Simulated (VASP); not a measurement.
Write the native input for VASP 6.6.1 that does the following.

* Task: single point
* Functional: PBE
* Potentials or basis: VASP PAW PBE potentials, release 64 (Pt, C)
* Cutoff: 520 eV
* k mesh: 6 × 6 × 6
* Occupations: gaussian, width 0.1 eV
* Spin: no spin polarisation
* Dipole correction: no
* Further INCAR settings: ALGO = Normal; EDIFF = 1e-06; NBANDS = 19

The structure of Pt2C lies in POSCAR:

```
Pt2C
1.0
    3.4715637500      0.0000000000      0.0000000000
    0.0000000000      3.4715637500      0.0000000000
    0.0000000000      0.0000000000      3.5103472800
Pt C
2 1
Direct
    0.5000000000      0.0000000000      0.7413226400
    0.0000000000      0.5000000000      0.2586773600
    0.0000000000      0.0000000000      0.0000000000
```

The cell was generated, and may not be a known phase.

The input as run:

INCAR

```
PREC = Accurate
ENCUT = 520
EDIFF = 1E-6
ISMEAR = 0
SIGMA = 0.1
LREAL = False
LASPH = True
NELM = 60
ALGO = Normal
ISIF = 2
LWAVE = False
LCHARG = True
GGA = PE
LELF = True
LVHAR = True
NBANDS = 19
```

KPOINTS

```
regular mesh
0
Gamma
  6 6 6
```

Potentials or basis: VASP PAW PBE potentials, release 64 (Pt, C).

Command:

```console
$ cat potpaw_PBE.64/Pt/POTCAR potpaw_PBE.64/C/POTCAR > POTCAR
$ mpirun -np 1 vasp_std > vasp.out
```

Results of the run:

```json
{
  "Pressure": "4.5 GPa",
  "Largest force": "1.645 eV/Å",
  "Band gap on the k mesh": "zero (bands 12 and 13 overlap by 1.21 eV)"
}
```

Caveat: the stress differs along the axes, from 0 to 13 GPa; spin-orbit coupling is left out, which moves the levels of the heavy elements; forces of over 1 eV/Å act on the atoms, so gaps and moduli don't describe the material at rest.

Wall time 40 s on 1 thread of Oxide Virtual Turin-like Processor, with other jobs on the host, peak memory 0.13 GiB.
